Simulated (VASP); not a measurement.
Input of a VASP 6.6.1 run:

The input INCAR:

```
PREC = Accurate
ENCUT = 820
EDIFF = 1E-6
ISMEAR = 0
SIGMA = 0.1
LREAL = F
LASPH = T
NELM = 120
ALGO = Normal
ISIF = 2
LWAVE = F
LCHARG = F
GGA = PE
NBANDS = 32
GGA_COMPAT = F
```

KPOINTS

```
Automatic mesh
0
Gamma
  6 6 4
```

File POSCAR:

```
CuRu2
1.0
    3.3866756900      0.0000000000      0.0000000000
   -1.6933378500      2.9329471800      0.0000000000
    0.0000000000      0.0000000000      4.4603363700
Cu Ru
1 2
Direct
    0.0000000000      0.0000000000      0.0000000000
    0.3333333300      0.6666666700      0.4320000100
    0.6666666700      0.3333333300      0.5679999900
```

Potentials or basis: VASP PAW PBE potentials, release 64 (Cu_sv_GW, Ru_sv).

The run is started by

```console
$ cat potpaw_PBE.64/Cu_sv_GW/POTCAR potpaw_PBE.64/Ru_sv/POTCAR > POTCAR
$ mpirun -np 1 vasp_std > vasp.out
```

(1) What does it give for the band gap on the k mesh?

(2) Predict the pressure.

(3) Estimate the largest force.

Results:

(1) zero (an odd number of electrons rules out a gap without spin polarisation).

(2) 66.6 GPa.

(3) 9.141 eV/Å.

Caveat: the stress differs along the axes, from 18 to 91 GPa; forces of over 1 eV/Å act on the atoms, so gaps and moduli don't describe the material at rest.
